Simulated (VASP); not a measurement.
# ScBS3: single point with PBE

The system is ScBS3.

```
Sc B S
1.0
     4.23481    0.00000    0.00000
     0.00000    4.23481    0.00000
     0.00000    0.00000    4.23481
Sc B S
1 1 3
Direct
  0.50000 0.50000 0.50000
  0.00000 0.00000 0.00000
  0.50000 0.00000 0.00000
  0.00000 0.50000 0.00000
  0.00000 0.00000 0.50000
```

```yaml
Program: VASP 6.6.1
Task: single point
Functional: PBE
Potentials_or_basis: VASP PAW PBE potentials, release 64 (Sc_sv, B, S)
Cutoff: 520 eV
k_mesh: 4 × 4 × 4
Occupations: gaussian, width 0.1 eV
Spin: collinear spin, ferromagnetic start
Starting_moments: "[1.0, 0.0, 0.0, 0.0, 0.0] μB"
Dipole_correction: no
Further_INCAR_settings: ALGO = Normal; EDIFF = 1e-07; NBANDS = 28
```

| Item | Value |
| --- | --- |
| Pressure | 0.0 GPa |
| Band gap on the k mesh | zero (filled and empty bands overlap) |
| Net moment | 0.00 μB per cell |
| Valence electrons inside the program's atomic spheres | Sc 9.07; B 1.65; S 3.67 |

Levels at points of the mesh, in eV from the Fermi level:
Spin up:
| k point | band 14 | band 15 | band 16 | band 17 | band 18 | band 19 |
| --- | --- | --- | --- | --- | --- | --- |
| (0.00, 0.00, 0.00) | -1.01 | -0.44 | -0.44 | -0.44 | 0.97 | 0.97 |
| (0.50, 0.00, 0.00) | -2.57 | -1.20 | -1.20 | 1.31 | 1.36 | 2.75 |
| (0.50, 0.50, 0.00) | -2.39 | 0.05 | 0.50 | 1.64 | 1.74 | 2.68 |
| (0.50, 0.50, 0.50) | 1.26 | 1.26 | 1.26 | 1.64 | 1.68 | 1.68 |
Spin down:
| k point | band 13 | band 14 | band 15 | band 16 | band 17 | band 18 | band 19 | band 20 |
| --- | --- | --- | --- | --- | --- | --- | --- | --- |
| (0.00, 0.00, 0.00) | -1.01 | -1.01 | -0.44 | -0.44 | -0.44 | 0.97 | 0.97 | 1.14 |
| (0.50, 0.00, 0.00) | -2.57 | -2.57 | -1.20 | -1.20 | 1.31 | 1.36 | 2.75 | 3.07 |
| (0.50, 0.50, 0.00) | -2.39 | -2.39 | 0.05 | 0.50 | 1.64 | 1.74 | 2.68 | 2.68 |
| (0.50, 0.50, 0.50) | 0.16 | 1.26 | 1.26 | 1.26 | 1.64 | 1.68 | 1.68 | 1.68 |

Run time: 41 s on 1 thread of Intel(R) Xeon(R) Platinum 8259CL CPU @ 2.50GHz (Skylake/Cascade Lake) (shared host), peak memory 0.2 GiB.

Caveat: the k points lie up to 0.37 Å⁻¹ apart.
